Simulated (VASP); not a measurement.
Input of a VASP 6.6.1 run:

Contents of INCAR:

```
PREC = Accurate
ENCUT = 600
EDIFF = 1E-7
ISMEAR = 0
SIGMA = 0.2
LREAL = F
LASPH = T
NELM = 200
ALGO = Normal
ISIF = 3
LWAVE = F
LCHARG = F
GGA = PE
IBRION = 2
NSW = 36
EDIFFG = -0.08
GGA_COMPAT = F
NELMIN = 4
LMAXMIX = 6
```

KPOINTS

```
regular mesh
0
Gamma
  4 4 5
```

File POSCAR:

```
TbGa2O3
1.0
    5.2667811800     -2.2903872400      0.0000000000
    5.2667811800      2.2903872400      0.0000000000
   -0.0755796200      0.0000000000      3.5040240700
Tb Ga O
1 2 3
Direct
    0.0000000000      0.0000000000      0.0000000000
    0.6566882700      0.6566882700      0.5071920800
    0.3433117300      0.3433117300      0.4928079200
    0.8597577200      0.8597577200      0.4906698800
    0.5000000000      0.5000000000      0.0000000000
    0.1402422800      0.1402422800      0.5093301200
```

Potentials or basis: VASP PAW PBE potentials, release 64 (Tb_3, Ga_d, O), 4f in core.

Run with:

```console
$ cat potpaw_PBE.64/Tb_3/POTCAR potpaw_PBE.64/Ga_d/POTCAR potpaw_PBE.64/O/POTCAR > POTCAR
$ mpirun -np 1 vasp_std > vasp.out
```

Task: Predict the relaxed cell.

Result: a = 5.952 Å, b = 5.952 Å, c = 3.572 Å, α = 91.30°, β = 91.30°, γ = 46.52°.

Task: Predict the space group after relaxing (to 0.1 Å).

Result: C2/m (No. 12).

Stress tensor (GPa, compression positive):
```
 0.63  0.00  0.10
 0.00 -0.43  0.00
 0.10  0.00  0.05
```

Caveat: the k points lie up to 0.36 Å⁻¹ apart in the final cell, too coarse for converged energies and pressures of a metal; spin-orbit coupling is left out, which moves the levels of the heavy elements; the 4f electrons are frozen in the core, so they carry no moment and show no levels; an odd number of electrons without spin polarisation forces a metal; a magnetic or distorted state may lie lower; the run has no spin polarisation, though such a crystal can be magnetic. Spin polarisation is off, so any magnetic state and its effect on volume and gap are missing.
